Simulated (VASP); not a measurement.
Input of a VASP 6.6.1 run:

The input INCAR:

```
PREC = Accurate
ENCUT = 520
EDIFF = 1E-6
ISMEAR = -1
SIGMA = 0.05
LREAL = F
LASPH = T
NELM = 100
ALGO = Normal
ISIF = 2
LWAVE = F
LCHARG = T
LELF = T
LVHAR = T
NBANDS = 22
```

File KPOINTS:

```
Automatic mesh
0
Gamma
  6 6 6
```

Contents of POSCAR:

```
InSb3
1.0
    0.0000000000      3.8444890816      3.8444890816
    3.8444890816      0.0000000000      3.8444890816
    3.8444890816      3.8444890816      0.0000000000
Sb In
3 1
Direct
    0.5000000000      0.5000000000      0.5000000000
    0.7500000000      0.7500000000      0.7500000000
    0.2500000000      0.2500000000      0.2500000000
    0.0000000000      0.0000000000      0.0000000000
```

Potentials or basis: VASP PAW LDA potentials, release 64 (Sb, In_d).

Command:

```console
$ cat potpaw_LDA.64/Sb/POTCAR potpaw_LDA.64/In_d/POTCAR > POTCAR
$ mpirun -np 1 vasp_std > vasp.out
```

Problem. Estimate the band gap on the k mesh.

Solution. Zero (bands 14 and 15 overlap by 3.25 eV).

Problem. Predict the pressure.

Solution. -5.7 GPa.

Caveat: the cell stands under tension; spin-orbit coupling is left out, which moves the levels of the heavy elements.
